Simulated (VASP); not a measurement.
A run of VASP 6.6.1 is set up as follows.

Contents of INCAR:

```
SYSTEM = NaI
PREC     = Accurate       ! precision mode
ENCUT    = 520            ! plane-wave cutoff, eV
EDIFF    = 1E-6           ! SCF threshold, eV
ISMEAR   = 0              ! smearing method
SIGMA    = 0.05           ! smearing width, eV
LREAL    = .False.        ! projectors in reciprocal space
LASPH    = .True.         ! aspherical terms in the spheres
NELM     = 100            ! most SCF steps
ALGO     = Normal         ! electronic algorithm
ISIF     = 2              ! what is computed and relaxed
LWAVE    = .False.        ! write WAVECAR
LCHARG   = .True.         ! write CHGCAR
GGA      = PE             ! functional
LELF     = .True.         ! ELF
LVHAR    = .True.       
NBANDS   = 14             ! bands
```

Contents of KPOINTS:

```
regular mesh
0
Gamma
  8 8 8
  0 0 0
```

The input POSCAR:

```
NaI
1.0
    0.4060758672      3.4516448711      3.4516448711
    3.4516448711      0.4060758672      3.4516448711
    3.4516448711      3.4516448711      0.4060758672
Na I
1 1
Direct
    0.0000000000      0.0000000000      0.0000000000
    0.5000000000      0.5000000000      0.5000000000
```

Potentials or basis: VASP PAW PBE potentials, release 64 (Na_pv, I).

Launch:

```bash
$ cat potpaw_PBE.64/Na_pv/POTCAR potpaw_PBE.64/I/POTCAR > POTCAR
$ mpirun -np 1 vasp_std > vasp.out
```

(1) What does it give for the band gap on the k mesh?

(2) Estimate the pressure.

## Answers

(1) 3.02 eV.

(2) 0.4 GPa.

Caveat: spin-orbit coupling is left out, which moves the levels of the heavy elements.
